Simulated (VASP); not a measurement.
S, 2 atoms in the cell. It takes space group P6_3/mmc (No. 194, hexagonal). Conventional cell: a = 3.347 Å, b = 3.347 Å, c = 3.514 Å, α = 90.00°, β = 90.00°, γ = 120.00°. Within 3.4 Å of S (site symmetry -6m2) lie 12 S at 2.61 to 3.35 Å. 

| Property | Result |
| --- | --- |
| Program | VASP 6.6.1 |
| Task | single point |
| Functional | PBE |
| Potentials or basis | VASP PAW PBE potentials, release 64 (S) |
| Cutoff | 520 eV |
| k mesh | 15 × 15 × 8 |
| Occupations | fermi-dirac, width 0.1 eV |
| Spin | no spin polarisation |
| Dipole correction | no |
| Further INCAR settings | ALGO = Normal; EDIFF = 1e-07; NBANDS = 13 |

Potentials or basis: VASP PAW PBE potentials, release 64 (S).

Launch:

```bash
$ cat potpaw_PBE.64/S/POTCAR > POTCAR
$ mpirun -np 1 vasp_std > vasp.out
```

Hardware: 1 thread of Intel(R) Xeon(R) 6975P-C (Granite Rapids), on a shared host.

Question: How long does it take, and how much memory?

Answer: Run time: 20 s on 1 thread of Intel(R) Xeon(R) 6975P-C (Granite Rapids), on a shared host, peak memory 0.17 GiB. Counts: scf iterations 12, k points 135.
